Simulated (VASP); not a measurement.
# AlN (P6_3mc) in VASP: further runs, part 2 of 2

VASP 6.6.1. The steps go on from the part before.

## 3. Single point, PBE (strain -4.0%)

INCAR reads:

```
PREC = Accurate
ENCUT = 520
EDIFF = 1E-6
ISMEAR = -1
SIGMA = 0.02
LREAL = F
LASPH = T
NELM = 60
ALGO = Normal
ISIF = 2
LWAVE = F
LCHARG = T
GGA = PE
LELF = T
LVHAR = T
NBANDS = 16
```

KPOINTS reads:

```
Automatic mesh
0
Gamma
  12 12 6
```

POSCAR reads:

```
AlN
1.0
    2.9824260097      0.0000000000      0.0000000000
   -1.4912130049      2.5828566893      0.0000000000
    0.0000000000      0.0000000000      4.7794478898
Al N
2 2
Direct
    0.3333333333      0.6666666667     -0.0036428645
    0.6666666667      0.3333333333      0.4963571355
    0.3333333333      0.6666666667      0.3786428645
    0.6666666667      0.3333333333      0.8786428645
```

Potentials or basis: VASP PAW PBE potentials, release 64 (Al, N).

On the command line:

```bash
> cat potpaw_PBE.64/Al/POTCAR potpaw_PBE.64/N/POTCAR > POTCAR
> mpirun -np 1 vasp_std > vasp.out
```

OUTCAR:

```text
PREC = Accurate
   ENCUT = 520
   EDIFF = 1E-6
   ISMEAR = -1
   LREAL = F
   LASPH = T
   NELM = 60
   ISIF = 2
   GGA = PE

 ion  position               nearest neighbor table
   1  0.333  0.667  0.996-   4 1.81   4 1.81   4 1.81   3 1.83   2 2.95   2 2.95   2 2.95   2 2.95
                             2 2.95   2 2.95
   2  0.667  0.333  0.496-   3 1.81   3 1.81   3 1.81   4 1.83   1 2.95   1 2.95   1 2.95   1 2.95
                             1 2.95   1 2.95
   3  0.333  0.667  0.379-   2 1.81   2 1.81   2 1.81   1 1.83
   4  0.667  0.333  0.879-   1 1.81   1 1.81   1 1.81   2 1.83

[... 652 lines left out ...]

 [... further k-points ...]
[... 5 lines left out ...]
  --------------------------------------------------------------------------------------
  -------------------------------------------------------------------------------------
  Total        8.7937529      8.7937529      8.0328948     -0.0000000     -0.0000000      0.0000000
  in kB      382.6811930    382.6811930    349.5706352     -0.0000000     -0.0000000      0.0000000
  external PRESSURE =     371.6443404 kB  Pullay stress =       0.0000000 kB

 VOLUME and BASIS-vectors are now :
 -----------------------------------------------------------------------------
  energy-cutoff  :      520.00
  volume of cell :       36.82
      direct lattice vectors                 reciprocal lattice vectors
     2.982426010  0.000000000  0.000000000     0.335297505  0.193584105  0.000000000
    -1.491213005  2.582856689  0.000000000     0.000000000  0.387168210  0.000000000
     0.000000000  0.000000000  4.779447890     0.000000000  0.000000000  0.209229188

 POSITION                                       TOTAL-FORCE (eV/Angst)
 -----------------------------------------------------------------------------------
     -0.00000      1.72190      4.76204         0.000000     -0.000000     -0.005823
      1.49121      0.86095      2.37231         0.000000     -0.000000     -0.005823
     -0.00000      1.72190      1.80970        -0.000000      0.000000      0.005823
      1.49121      0.86095      4.19943        -0.000000     -0.000000      0.005823
 -----------------------------------------------------------------------------------
    total drift:                               -0.000000      0.000000     -0.000231

  FREE ENERGIE OF THE ION-ELECTRON SYSTEM (eV)
  ---------------------------------------------------
  free  energy   TOTEN  =       -29.1894890567 eV

  energy  without entropy=      -29.1894890567  energy(sigma->0) =      -29.18948906
```

Run time: 54 s. Hardware: 1 thread of Intel Xeon 8259CL, shared host; peak memory 0.17 GiB.

Results:

```
Free energy            : -29.1895 eV
Pressure               : 37.2 GPa
Largest force          : 0.006 eV/Å
Band gap on the k mesh : 5.09 eV, indirect (least direct gap 5.36 eV)
```

Forces on the atoms (eV/Å):
```
Al   0.000  0.000 -0.006
Al   0.000  0.000 -0.006
N    0.000  0.000  0.006
N    0.000  0.000  0.006
```

Stress tensor (GPa, compression positive):
```
38.27  0.00  0.00
 0.00 38.27  0.00
 0.00  0.00 34.96
```

Levels at points of the mesh, in eV from the valence-band top:
```tsv
k point	band 5	band 6	band 7	band 8	band 9	band 10	band 11	band 12
(0.00, 0.00, 0.00)	-0.93	-0.26	-0.26	0.00	5.36	7.81	11.68	12.08
(0.50, 0.00, 0.00)	-3.65	-2.27	-1.96	-0.74	6.06	6.26	9.30	11.19
(0.00, 0.00, 0.50)	-0.60	-0.60	-0.60	-0.60	7.60	7.60	11.39	11.39
(0.50, 0.00, 0.50)	-1.59	-1.59	-1.49	-1.49	5.73	5.73	10.03	10.03
```

Caveat: the cell differs from its parent crystal (strain -4.0%). A k mesh can miss the band edges.

## 4. Single point, PBE (strain -3.0%)

INCAR reads:

```
ALGO = Normal
EDIFF = 1E-6
ENCUT = 520
GGA = PE
ISIF = 2
ISMEAR = -1
LASPH = T
LCHARG = T
LELF = T
LREAL = F
LVHAR = T
LWAVE = F
NBANDS = 16
NELM = 100
PREC = Accurate
SIGMA = 0.02
```

KPOINTS reads:

```
k-points
0
Gamma
  12 12 6
```

POSCAR reads:

```
AlN
1.0
    3.0134929474      0.0000000000      0.0000000000
   -1.5067464737      2.6097614465      0.0000000000
    0.0000000000      0.0000000000      4.8292338054
Al N
2 2
Direct
    0.3333333333      0.6666666667     -0.0035651602
    0.6666666667      0.3333333333      0.4964348398
    0.3333333333      0.6666666667      0.3785651602
    0.6666666667      0.3333333333      0.8785651602
```

Potentials or basis: VASP PAW PBE potentials, release 64 (Al, N).

On the command line:

```bash
> cat potpaw_PBE.64/Al/POTCAR potpaw_PBE.64/N/POTCAR > POTCAR
> mpirun -np 1 vasp_std > vasp.out
```

OUTCAR:

```text
EDIFF = 1E-6
   ENCUT = 520
   GGA = PE
   ISIF = 2
   ISMEAR = -1
   LASPH = T
   LREAL = F
   NELM = 100
   PREC = Accurate

 ion  position               nearest neighbor table
   1  0.333  0.667  0.996-   4 1.83   4 1.83   4 1.83   3 1.85   2 2.98   2 2.98   2 2.98   2 2.98
                             2 2.98   2 2.98
   2  0.667  0.333  0.496-   3 1.83   3 1.83   3 1.83   4 1.85   1 2.98   1 2.98   1 2.98   1 2.98
                             1 2.98   1 2.98
[... 654 lines left out ...]
     16      22.3959      0.00000

 [... further k-points ...]
[... 5 lines left out ...]
  --------------------------------------------------------------------------------------
  -------------------------------------------------------------------------------------
  Total        6.6891946      6.6891946      6.1369751      0.0000000      0.0000000     -0.0000000
  in kB      282.1858214    282.1858214    258.8902658      0.0000000      0.0000000     -0.0000000
  external PRESSURE =     274.4206362 kB  Pullay stress =       0.0000000 kB

 VOLUME and BASIS-vectors are now :
 -----------------------------------------------------------------------------
  energy-cutoff  :      520.00
  volume of cell :       37.98
      direct lattice vectors                 reciprocal lattice vectors
     3.013492947  0.000000000  0.000000000     0.331840830  0.191588392  0.000000000
    -1.506746474  2.609761446  0.000000000     0.000000000  0.383176785  0.000000000
     0.000000000  0.000000000  4.829233805     0.000000000  0.000000000  0.207072186

 POSITION                                       TOTAL-FORCE (eV/Angst)
 -----------------------------------------------------------------------------------
     -0.00000      1.73984      4.81202         0.000000      0.000000     -0.006084
      1.50675      0.86992      2.39740        -0.000000      0.000000     -0.006084
     -0.00000      1.73984      1.82818         0.000000     -0.000000      0.006084
      1.50675      0.86992      4.24280        -0.000000      0.000000      0.006084
 -----------------------------------------------------------------------------------
    total drift:                               -0.000000      0.000000      0.001133

  FREE ENERGIE OF THE ION-ELECTRON SYSTEM (eV)
  ---------------------------------------------------
  free  energy   TOTEN  =       -29.4236482309 eV

  energy  without entropy=      -29.4236482309  energy(sigma->0) =      -29.42364823
```

stdout:

```text
POSCAR found type information on POSCAR AlN
 POSCAR found :  2 types and       4 ions
 scaLAPACK will be used
 LDA part: xc-table for (Slater+PW92), standard interpolation
 POSCAR, INCAR and KPOINTS ok, starting setup
 FFT: planning ... GRIDC
 FFT: planning ... GRID_SOFT
 FFT: planning ... GRID
 WAVECAR not read
 entering main loop
```

Run time: 62 s. Hardware: 1 thread of Intel Xeon 8259CL, shared host; peak memory 0.17 GiB.

Results:

- Free energy: -29.4236 eV
- Pressure: 27.4 GPa
- Largest force: 0.006 eV/Å
- Band gap on the k mesh: 5.07 eV, direct

Forces in eV/Å, atoms in the order of the input:
```
Al   0.000  0.000 -0.006
Al   0.000  0.000 -0.006
N    0.000  0.000  0.006
N    0.000  0.000  0.006
```

Stress tensor (GPa, compression positive):
```
28.22  0.00  0.00
 0.00 28.22  0.00
 0.00  0.00 25.89
```

Caveat: the cell differs from its parent crystal (strain -3.0%). A k mesh can miss the band edges.

## 5. The runs side by side

| cell | k mesh | smearing | gap on the mesh (eV) | pressure (GPa) | largest force (eV/Å) |
| --- | --- | --- | --- | --- | --- |
| a = 3.231, b = 3.231, c = 5.178 Å, angles 90.0, 90.0, 120.0°, 4 atoms | 6 × 6 × 4 | gaussian 0.01 eV | 3.25 | -15.4 | 0.01 |
| a = 2.982, b = 2.982, c = 4.779 Å, angles 90.0, 90.0, 120.0°, 4 atoms | 12 × 12 × 6 | fermi-dirac 0.02 eV | 5.09 | 37.2 | 0.01 |
| a = 3.013, b = 3.013, c = 4.829 Å, angles 90.0, 90.0, 120.0°, 4 atoms | 12 × 12 × 6 | fermi-dirac 0.02 eV | 5.07 | 27.4 | 0.01 |

Alike in all rows: task single point; level PBE; potentials or basis VASP PAW PBE potentials, release 64 (Al, N); no spin polarisation; cutoff (eV) 520.

Total energies depend on the potentials used, so only differences within one code and one set of settings carry meaning.
